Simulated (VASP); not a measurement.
# HgTe (I4/mmm) in VASP: further runs

Runs on HgTe. Level: PBE. Tasks: single point.

Program: VASP 6.6.1. These are calculated values, not measurements. Logs are shortened: lines on timing, memory, paths and dates and some standing lists are left out, and cuts for length are marked.

### Step 1. The cell of the first run

It takes space group I4/mmm (No. 139, tetragonal). The conventional cell has a = 4.090 Å, b = 4.090 Å, c = 5.843 Å, α = 90.00°, β = 90.00°, γ = 90.00°. Within 3.8 Å of Hg (site symmetry 4/mmm) lie 6 Te at 2.89 to 2.92 Å. Within 3.8 Å of Te (site symmetry 4/mmm) lie 6 Hg at 2.89 to 2.92 Å.

### Step 2. Single point, PBE (equal xx and yy strain of -1 %)

INCAR

```
SYSTEM = HgTe
ALGO = Normal ; EDIFF = 1E-6
ENCUT = 520 ; GGA = PE
ISIF = 2 ; ISMEAR = -1
LASPH = .TRUE. ; LCHARG = .TRUE.
LELF = .TRUE. ; LREAL = .FALSE.
LVHAR = .TRUE. ; LWAVE = .FALSE.
NBANDS = 16 ; NELM = 80
PREC = Accurate ; SIGMA = 0.08
```

KPOINTS

```
k-points
0
G
  10 10 10
  0 0 0
```

POSCAR

```
HgTe
1.0
    0.0000000000      2.8922850000      2.9215000000
    2.8922850000      0.0000000000      2.9215000000
    2.8922850000      2.8922850000      0.0000000000
Hg Te
1 1
Direct
    0.0000000000      0.0000000000      0.0000000000
    0.5000000000      0.5000000000      0.5000000000
```

Potentials or basis: VASP PAW PBE potentials, release 64 (Hg, Te).

Started as:

```sh
$ cat potpaw_PBE.64/Hg/POTCAR potpaw_PBE.64/Te/POTCAR > POTCAR
$ mpirun -np 1 vasp_std > vasp.out
```

OUTCAR:

```text
SYSTEM = HgTe
   EDIFF = 1E-6
   ENCUT = 520
   GGA = PE
   ISIF = 2
   ISMEAR = -1
   LASPH = .TRUE.
   LREAL = .FALSE.
   NELM = 80
   PREC = Accurate

 ion  position               nearest neighbor table
   1  0.000  0.000  0.000-   2 2.89   2 2.89   2 2.89   2 2.89   2 2.92   2 2.92
   2  0.500  0.500  0.500-   1 2.89   1 2.89   1 2.89   1 2.89   1 2.92   1 2.92

  LATTYP: Found a body centered tetragonal cell.
 ALAT       =     4.0903086732
 C/A-ratio  =     1.4284985479

  Lattice vectors:

 A1 = (  -2.8922850000,   0.0000000000,   2.9215000000)
 A2 = (   2.8922850000,   0.0000000000,   2.9215000000)
 A3 = (   0.0000000000,   2.8922850000,  -2.9215000000)

Analysis of symmetry for initial positions (statically):
=====================================================================
 Subroutine PRICEL returns:
 Original cell was already a primitive cell.

 Routine SETGRP: Setting up the symmetry group for a
 body centered tetragonal supercell.

 Subroutine GETGRP returns: Found 16 space group operations
 (whereof 16 operations were pure point group operations)
 out of a pool of 16 trial point group operations.

The static configuration has the point symmetry D_4h.

Analysis of symmetry for dynamics (positions and initial velocities):
=====================================================================
 Subroutine PRICEL returns:
 Original cell was already a primitive cell.

 Routine SETGRP: Setting up the symmetry group for a
 body centered tetragonal supercell.

 Subroutine GETGRP returns: Found 16 space group operations
 (whereof 16 operations were pure point group operations)
 out of a pool of 16 trial point group operations.

The dynamic configuration has the point symmetry D_4h.

 Subroutine INISYM returns: Found 16 space group operations
 (whereof 16 operations are pure point group operations),
 and found     1 'primitive' translations

----------------------------------------------------------------------------------------

                                     Primitive cell

  volume of cell :      48.8785

  direct lattice vectors                    reciprocal lattice vectors
     0.000000000  2.892285000  2.921500000    -0.172873697  0.172873697  0.171144960
     2.892285000  0.000000000  2.921500000     0.172873697 -0.172873697  0.171144960
     2.892285000  2.892285000  0.000000000     0.172873697  0.172873697 -0.171144960

  length of vectors
     4.111018702  4.111018702  4.090308673     0.298431277  0.298431277  0.298431277

[... 74 lines left out ...]
   ISPIN  =      1    spin polarized calculation?
   LNONCOLLINEAR =      F non collinear calculations
   LSORBIT =      F    spin-orbit coupling
   LASPH  =      T    aspherical Exc in radial PAW
   ENCUT  =  520.0 eV  38.22 Ry    6.18 a.u.   7.64  7.64  7.61*2*pi/ulx,y,z
   NELM   =     80;   NELMIN=  2; NELMDL= -5     # of ELM steps
   EDIFF  = 0.1E-05   stopping-criterion for ELM
   LREAL  =      F    real-space projection
   EDIFFG = 0.1E-04   stopping-criterion for IOM
   NSW    =      0    number of steps for IOM
   IBRION =     -1    ionic relax: 0-MD 1-quasi-New 2-CG
   NFREE  =      0    steps in history (QN), initial steepest desc. (CG)
   ISIF   =      2    stress and relaxation
   ISYM   =      2    0-nonsym 1-usesym 2-fastsym
   POTIM  = 0.5000    time-step for ionic-motion
   TEBEG  =    0.0;   TEEND  =   0.0 temperature during run
   PSTRESS=    0.0 pullay stress
   NELECT =      18.0000    total number of electrons
   NUPDOWN=      -1.0000    fix difference up-down
   EMIN   =  10.00;   EMAX   =-10.00  energy-range for DOS
   EFERMI =   0.00;   METHOD = LEGACY
   ISMEAR =    -1;   SIGMA  =   0.08  broadening in eV -4-tet -1-fermi 0-gaus
   EFERMI_NEDOS =   21; number of points for ismear=-14 and -15
   IALGO  =     38    algorithm
   IMIX   =      4    mixing-type and parameters
     AMIX     =   0.40;   BMIX     =  1.00
     AMIX_MAG =   1.60;   BMIX_MAG =  1.00
  volume/ion in A,a.u.               =      24.44       164.92
  Fermi-wavevector in a.u.,A,eV,Ry     =   1.173437  2.217474 18.734591  1.376954
  Thomas-Fermi vector in A             =   2.309850
   LORBIT       =      0    0 simple, 1 ext, 2 COOP (PROOUT), +10 PAW based schemes
   GGA     = PE    functional components
   LHFCALC =     F    Hartree Fock is set to
   AEXX    =    0.0000 exact exchange contribution
   IVDW    =     0    specifies the selected vdW correction
   LEPSILON=     F    determine dielectric tensor
   LRPA    =     F    only Hartree local field effects (RPA)
 non-spin polarized calculation
  energy-cutoff  :      520.00
  volume of cell :       48.88
 maximum number of plane-waves:      1332
   NGX = 15   NGY = 15   NGZ = 15

 number of electron      18.0000000 magnetization

 Free energy of the ion-electron system (eV)
  ---------------------------------------------------
  ext. energy  EPLUGINS =         0.00000000
  ---------------------------------------------------
  free energy    TOTEN  =        -3.06302891 eV

  energy without entropy =       -3.05074856  energy(sigma->0) =       -3.05688873

 E-fermi :   6.2063     XC(G=0): -10.6063

 val. band max:        6.1427317647   @ k =   0.5000   0.1000   0.0000
 cond. band min:       6.3107377856   @ k =  -0.3000   0.0000   0.2000
 fundamental gap:      0.1680060209
 Fermi energy:         6.2062774977

 k-point     1 :       0.0000    0.0000    0.0000
  band No.  band energies     occupation
      1      -7.0036      2.00000
      2      -1.1543      2.00000
      3      -1.1355      2.00000
      4      -1.1010      2.00000
      5      -1.0714      2.00000
      6      -1.0714      2.00000
[... 433 lines left out ...]
      3      -1.2579      2.00000
      4      -1.1274      2.00000
      5      -0.8088      2.00000
      6      -0.8034      2.00000
[... 8 lines left out ...]
     15      18.6733      0.00000
     16      18.7049      0.00000

 [... further k-points ...]
[... 5 lines left out ...]
  --------------------------------------------------------------------------------------
  -------------------------------------------------------------------------------------
  Total        4.0403027      4.0403027      3.5468816      0.0000000     -0.0000000      0.0000000
  in kB      132.4361147    132.4361147    116.2623826      0.0000000     -0.0000000      0.0000000
  external PRESSURE =     127.0448706 kB  Pullay stress =       0.0000000 kB

 VOLUME and BASIS-vectors are now :
 -----------------------------------------------------------------------------
  energy-cutoff  :      520.00
  volume of cell :       48.88
      direct lattice vectors                 reciprocal lattice vectors
     0.000000000  2.892285000  2.921500000    -0.172873697  0.172873697  0.171144960
     2.892285000  0.000000000  2.921500000     0.172873697 -0.172873697  0.171144960
     2.892285000  2.892285000  0.000000000     0.172873697  0.172873697 -0.171144960

 POSITION                                       TOTAL-FORCE (eV/Angst)
 -----------------------------------------------------------------------------------
      0.00000      0.00000      0.00000         0.000000      0.000000      0.000000
      2.89229      2.89229      2.92150        -0.000000     -0.000000     -0.000000
 -----------------------------------------------------------------------------------
    total drift:                                0.000000     -0.000000     -0.000000

  FREE ENERGIE OF THE ION-ELECTRON SYSTEM (eV)
  ---------------------------------------------------
  free  energy   TOTEN  =        -3.0630289053 eV

  energy  without entropy=       -3.0507485620  energy(sigma->0) =       -3.05688873
```

OSZICAR:

```text
N       E                     dE             d eps       ncg     rms          rms(c)
DAV:   1     0.107902000705E+03    0.10790E+03   -0.85280E+03  3320   0.102E+03
DAV:   2    -0.677977197574E-01   -0.10797E+03   -0.10058E+03  3816   0.239E+02
DAV:   3    -0.326640168324E+01   -0.31986E+01   -0.31911E+01  4120   0.424E+01
DAV:   4    -0.328588998157E+01   -0.19488E-01   -0.19487E-01  3992   0.326E+00
DAV:   5    -0.328621267399E+01   -0.32269E-03   -0.32269E-03  4336   0.389E-01    0.105E+01
DAV:   6    -0.307127935924E+01    0.21493E+00   -0.42045E-01  4136   0.908E+00    0.779E+00
DAV:   7    -0.306413577511E+01    0.71436E-02   -0.84785E-02  4096   0.209E+00    0.234E+00
DAV:   8    -0.306306445138E+01    0.10713E-02   -0.93748E-03  3712   0.115E+00    0.592E-01
DAV:   9    -0.306301297376E+01    0.51478E-04   -0.51782E-04  4280   0.256E-01    0.105E-01
DAV:  10    -0.306302459517E+01   -0.11621E-04   -0.46946E-05  4168   0.590E-02    0.382E-02
DAV:  11    -0.306302975771E+01   -0.51625E-05   -0.11007E-05  4168   0.277E-02    0.305E-02
DAV:  12    -0.306302890532E+01    0.85239E-06   -0.16240E-06  2872   0.115E-02
   1 F= -.30630289E+01 E0= -.30568887E+01  d E =-.122803E-01
```

It took 34 s on 1 thread of Intel Xeon 6975P-C (Granite Rapids), shared host; peak memory 0.23 GiB.

What came out:

```
Free energy            : -3.0630 eV
Pressure               : 12.7 GPa
Band gap on the k mesh : zero (band 9 reaches 6.70 eV, above the bottom of band 10 at 3.32 eV)
```

Stress tensor (GPa, compression positive):
```
13.24  0.00  0.00
 0.00 13.24  0.00
 0.00  0.00 11.63
```

Caveat: the cell differs from its parent crystal (equal xx and yy strain of -1 %); spin-orbit coupling is left out, which moves the levels of the heavy elements.

### Step 3. Single point, PBE (zz strain of -1 %)

INCAR

```
ALGO = Normal
EDIFF = 1E-6
ENCUT = 520
GGA = PE
ISIF = 2
ISMEAR = -1
LASPH = T
LCHARG = F
LREAL = F
LWAVE = F
NBANDS = 16
NELM = 60
PREC = Accurate
SIGMA = 0.08
```

KPOINTS

```
k-points
0
Gamma
  10 10 10
```

POSCAR

```
HgTe
1.0
    0.0000000000      2.9215000000      2.8922850000
    2.9215000000      0.0000000000      2.8922850000
    2.9215000000      2.9215000000      0.0000000000
Hg Te
1 1
Direct
    0.0000000000      0.0000000000      0.0000000000
    0.5000000000      0.5000000000      0.5000000000
```

Potentials or basis: VASP PAW PBE potentials, release 64 (Hg, Te).

Started as:

```sh
$ cat potpaw_PBE.64/Hg/POTCAR potpaw_PBE.64/Te/POTCAR > POTCAR
$ mpirun -np 1 vasp_std > vasp.out
```

Run time: 26 s. Hardware: 1 thread of Intel Xeon 6975P-C (Granite Rapids), shared host; peak memory 0.23 GiB.

Results (log left out):

| Quantity | Value |
| --- | --- |
| Free energy | -3.1006 eV |
| Pressure | 11.6 GPa |
| Band gap on the k mesh | zero (band 9 reaches 6.55 eV, above the bottom of band 10 at 3.18 eV) |

Stress tensor (GPa, compression positive):
```
11.11  0.00  0.00
 0.00 11.11  0.00
 0.00  0.00 12.70
```

Levels at points of the mesh, in eV from the Fermi level:
```tsv
k point	band 6	band 7	band 8	band 9	band 10	band 11	band 12	band 13
(0.00, 0.00, 0.00)	-7.22	-0.97	-0.90	-0.90	-0.30	7.71	7.71	7.75
(0.50, 0.00, 0.00)	-6.99	-6.11	0.40	0.48	2.46	3.69	3.79	4.41
(0.50, 0.50, 0.00)	-5.99	-5.26	-2.99	-2.89	-2.89	4.60	9.93	9.93
(0.50, 0.00, 0.50)	-6.02	-5.25	-2.91	-2.90	-2.79	4.66	9.81	10.13
```

Caveat: the cell differs from its parent crystal (zz strain of -1 %); spin-orbit coupling is left out, which moves the levels of the heavy elements.

### Step 4. Single point, PBE (zz strain of +1 %)

INCAR

```
SYSTEM = HgTe
PREC = Accurate
ENCUT = 520
EDIFF = 1E-6
ISMEAR = -1
SIGMA = 0.08
LREAL = .False.
LASPH = .True.
NELM = 100
ALGO = Normal
ISIF = 2
LWAVE = .False.
LCHARG = .True.
GGA = PE
LELF = .True.
LVHAR = .True.
NBANDS = 16
```

KPOINTS

```
regular mesh
0
Gamma
  10 10 10
  0 0 0
```

POSCAR

```
HgTe
1.0
    0.0000000000      2.9215000000      2.9507150000
    2.9215000000      0.0000000000      2.9507150000
    2.9215000000      2.9215000000      0.0000000000
Hg Te
1 1
Direct
    0.0000000000      0.0000000000      0.0000000000
    0.5000000000      0.5000000000      0.5000000000
```

Potentials or basis: VASP PAW PBE potentials, release 64 (Hg, Te).

Started as:

```sh
$ cat potpaw_PBE.64/Hg/POTCAR potpaw_PBE.64/Te/POTCAR > POTCAR
$ mpirun -np 1 vasp_std > vasp.out
```

OUTCAR:

```text
SYSTEM = HgTe
   PREC = Accurate
   ENCUT = 520
   EDIFF = 1E-6
   ISMEAR = -1
   LREAL = .False.
   LASPH = .True.
   NELM = 100
   ISIF = 2
   GGA = PE

 ion  position               nearest neighbor table
   1  0.000  0.000  0.000-   2 2.92   2 2.92   2 2.92   2 2.92   2 2.95   2 2.95
   2  0.500  0.500  0.500-   1 2.92   1 2.92   1 2.92   1 2.92   1 2.95   1 2.95

  LATTYP: Found a body centered tetragonal cell.
 ALAT       =     4.1316249225
 C/A-ratio  =     1.4283556980

  Lattice vectors:

 A1 = (  -2.9215000000,   0.0000000000,   2.9507150000)
 A2 = (   2.9215000000,   0.0000000000,   2.9507150000)
 A3 = (   0.0000000000,   2.9215000000,  -2.9507150000)

Analysis of symmetry for initial positions (statically):
=====================================================================
 Subroutine PRICEL returns:
 Original cell was already a primitive cell.

 Routine SETGRP: Setting up the symmetry group for a
 body centered tetragonal supercell.

 Subroutine GETGRP returns: Found 16 space group operations
 (whereof 16 operations were pure point group operations)
 out of a pool of 16 trial point group operations.

The static configuration has the point symmetry D_4h.

[... 155 lines left out ...]
  free energy    TOTEN  =        -3.16717796 eV

  energy without entropy =       -3.15402949  energy(sigma->0) =       -3.16060373

 E-fermi :   5.8104     XC(G=0): -10.4565

 val. band max:        5.7488161351   @ k =   0.5000   0.1000   0.0000
 cond. band min:       5.9093143174   @ k =  -0.3000   0.0000   0.2000
 fundamental gap:      0.1604981823
 Fermi energy:         5.8103743148

 k-point     1 :       0.0000    0.0000    0.0000
  band No.  band energies     occupation
      1      -7.1340      2.00000
      2      -1.3976      2.00000
      3      -1.3796      2.00000
      4      -1.3433      2.00000
      5      -1.3158      2.00000
      6      -1.3158      2.00000
[... 433 lines left out ...]
      3      -1.4820      2.00000
      4      -1.3715      2.00000
      5      -1.0726      2.00000
      6      -1.0666      2.00000
[... 8 lines left out ...]
     15      18.1844      0.00000
     16      18.2239      0.00000

 [... further k-points ...]
[... 5 lines left out ...]
  --------------------------------------------------------------------------------------
  -------------------------------------------------------------------------------------
  Total        3.1785970      3.1785970      2.7507272      0.0000000      0.0000000     -0.0000000
  in kB      101.1060186    101.1060186     87.4961750      0.0000000      0.0000000     -0.0000000
  external PRESSURE =      96.5694041 kB  Pullay stress =       0.0000000 kB

 VOLUME and BASIS-vectors are now :
 -----------------------------------------------------------------------------
  energy-cutoff  :      520.00
  volume of cell :       50.37
      direct lattice vectors                 reciprocal lattice vectors
     0.000000000  2.921500000  2.950715000    -0.171144960  0.171144960  0.169450455
     2.921500000  0.000000000  2.950715000     0.171144960 -0.171144960  0.169450455
     2.921500000  2.921500000  0.000000000     0.171144960  0.171144960 -0.169450455

 POSITION                                       TOTAL-FORCE (eV/Angst)
 -----------------------------------------------------------------------------------
      0.00000      0.00000      0.00000         0.000000     -0.000000      0.000000
      2.92150      2.92150      2.95072        -0.000000      0.000000      0.000000
 -----------------------------------------------------------------------------------
    total drift:                                0.000000     -0.000000     -0.000000

  FREE ENERGIE OF THE ION-ELECTRON SYSTEM (eV)
  ---------------------------------------------------
  free  energy   TOTEN  =        -3.1671779606 eV

  energy  without entropy=       -3.1540294945  energy(sigma->0) =       -3.16060373
```

stdout:

```text
POSCAR found type information on POSCAR HgTe
 POSCAR found :  2 types and       2 ions
 scaLAPACK will be used
 LDA part: xc-table for (Slater+PW92), standard interpolation
 POSCAR, INCAR and KPOINTS ok, starting setup
 FFT: planning ... GRIDC
 FFT: planning ... GRID_SOFT
 FFT: planning ... GRID
 WAVECAR not read
 entering main loop
```

It took 26 s on 1 thread of Intel Xeon 6975P-C (Granite Rapids), shared host; peak memory 0.23 GiB.

What came out:

```yaml
Free_energy: -3.1672 eV
Pressure: 9.7 GPa
Band_gap_on_the_k_mesh: zero (band 9 reaches 6.26 eV, above the bottom of band 10 at 3.07 eV)
```

Stress tensor (GPa, compression positive):
```
10.11  0.00  0.00
 0.00 10.11  0.00
 0.00  0.00  8.75
```

Caveat: the cell differs from its parent crystal (zz strain of +1 %); spin-orbit coupling is left out, which moves the levels of the heavy elements.

### Step 5. Single point, PBE (zz strain of +2 %)

INCAR

```
SYSTEM = HgTe
ALGO = Normal ; EDIFF = 1E-6
ENCUT = 520 ; GGA = PE
ISIF = 2 ; ISMEAR = -1
LASPH = .TRUE. ; LCHARG = .TRUE.
LELF = .TRUE. ; LREAL = .FALSE.
LVHAR = .TRUE. ; LWAVE = .FALSE.
NBANDS = 16 ; NELM = 80
PREC = Accurate ; SIGMA = 0.08
```

KPOINTS

```
k-points
0
G
  10 10 10
  0 0 0
```

POSCAR

```
HgTe
1.0
    0.0000000000      2.9215000000      2.9799300000
    2.9215000000      0.0000000000      2.9799300000
    2.9215000000      2.9215000000      0.0000000000
Hg Te
1 1
Direct
    0.0000000000      0.0000000000      0.0000000000
    0.5000000000      0.5000000000      0.5000000000
```

Started as:

```sh
$ cat potpaw_PBE.64/Hg/POTCAR potpaw_PBE.64/Te/POTCAR > POTCAR
$ mpirun -np 1 vasp_std > vasp.out
```

Wall time 26 s (1 thread of Intel Xeon 6975P-C (Granite Rapids), shared host); peak memory 0.23 GiB.

Results (log left out):

```
Free energy            : -3.1920 eV
Pressure               : 8.8 GPa
Band gap on the k mesh : zero (band 9 reaches 6.16 eV, above the bottom of band 10 at 3.02 eV)
```

Stress tensor (GPa, compression positive):
```
9.63 0.00 0.00
0.00 9.63 0.00
0.00 0.00 7.15
```

Levels at points of the mesh, in eV from the Fermi level:
| k point | band 7 | band 8 | band 9 | band 10 | band 11 | band 12 |
| --- | --- | --- | --- | --- | --- | --- |
| (0.00, 0.00, 0.00) | -0.91 | -0.91 | -0.77 | -0.45 | 7.67 | 7.69 |
| (0.50, 0.00, 0.00) | -5.97 | 0.32 | 0.48 | 2.50 | 3.73 | 3.89 |
| (0.50, 0.50, 0.00) | -5.01 | -2.78 | -2.67 | -2.67 | 4.77 | 9.84 |
| (0.50, 0.00, 0.50) | -5.03 | -2.94 | -2.85 | -2.64 | 4.66 | 9.46 |

Caveat: the cell differs from its parent crystal (zz strain of +2 %); spin-orbit coupling is left out, which moves the levels of the heavy elements.

### Step 6. Summary

```csv
cell,gap on the mesh (eV),pressure (GPa)
"a = 4.111, b = 4.111, c = 4.090 Å, angles 60.2, 60.2, 59.7°, 2 atoms",none,12.7
"a = 4.111, b = 4.111, c = 4.132 Å, angles 59.8, 59.8, 60.3°, 2 atoms",none,11.6
"a = 4.152, b = 4.152, c = 4.132 Å, angles 60.2, 60.2, 59.7°, 2 atoms",none,9.7
"a = 4.173, b = 4.173, c = 4.132 Å, angles 60.3, 60.3, 59.3°, 2 atoms",none,8.8
```

Alike in all rows: task single point; level PBE; potentials or basis VASP PAW PBE potentials, release 64 (Hg, Te); no spin polarisation; k mesh 10 × 10 × 10; cutoff (eV) 520; smearing fermi-dirac 0.08 eV.

Caveats: spin-orbit coupling is left out, which moves the levels of the heavy elements.

Total energies depend on the potentials used, so only differences within one code and one set of settings carry meaning.
